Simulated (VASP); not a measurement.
Write the native input for VASP 6.6.1 that does the following.

| Property | Result |
| --- | --- |
| Task | single point |
| Functional | BLYP |
| Potentials or basis | VASP PAW PBE potentials, release 64 (H, Pb_d, N, O) |
| Cutoff | 520 eV |
| k mesh | 8 × 6 × 6 |
| Occupations | fermi-dirac, width 0.05 eV |
| Spin | no spin polarisation |
| Dipole correction | no |
| Further INCAR settings | ALGO = Normal; EDIFF = 1e-06; NBANDS = 31 |

The structure of HPbNO4 lies in POSCAR:

```
HPbNO4
1.0
    4.2753100000     -0.0004000000      0.0063600000
   -2.0839900000      5.2077500000     -0.0490700000
   -2.1237700000     -1.8657400000      4.9149100000
H Pb N O
1 1 1 4
Direct
    0.9907300000      0.0333000000      0.9099400000
    0.5027400000      0.8198900000      0.1428700000
    0.0083800000      0.4740800000      0.5026500000
    0.9981600000      0.9274100000      0.0287700000
    0.1946700000      0.7343500000      0.6085200000
    0.8167300000      0.3588200000      0.2455600000
    0.0138100000      0.3312100000      0.6521700000
```

The input as run:

INCAR

```
PREC     = Accurate       # precision mode
ENCUT    = 520            # plane-wave cutoff, eV
EDIFF    = 1E-6           # SCF threshold, eV
ISMEAR   = -1             # smearing method
SIGMA    = 0.05           # smearing width, eV
LREAL    = F              # projectors in reciprocal space
LASPH    = T              # aspherical terms in the spheres
NELM     = 60             # most SCF steps
ALGO     = Normal         # electronic algorithm
ISIF     = 2              # what is computed and relaxed
LWAVE    = F              # write WAVECAR
LCHARG   = T              # write CHGCAR
GGA      = B5             # functional
ALDAX    = 1.0          
AGGAX    = 1.0          
AGGAC    = 1.0          
ALDAC    = 0.0          
LELF     = T              # ELF
LVHAR    = T            
NBANDS   = 31             # bands
```

KPOINTS

```
regular mesh
0
Gamma
  8 6 6
```

Potentials or basis: VASP PAW PBE potentials, release 64 (H, Pb_d, N, O).

Run with:

```console
$ cat potpaw_PBE.64/H/POTCAR potpaw_PBE.64/Pb_d/POTCAR potpaw_PBE.64/N/POTCAR potpaw_PBE.64/O/POTCAR > POTCAR
$ mpirun -np 1 vasp_std > vasp.out
```

Results of the run:

```json
{
 "Pressure": "2.9 GPa",
 "Largest force": "0.896 eV/Å",
 "Band gap on the k mesh": "2.74 eV (least direct gap 3.07 eV)"
}
```

Caveat: the PAW data sets were made with another functional, which shifts forces and pressure a little; spin-orbit coupling is left out, which moves the levels of the heavy elements.

It took 4.7 min on 1 thread of Intel(R) Xeon(R) Platinum 8488C (Sapphire Rapids) (shared host), peak memory 0.56 GiB.
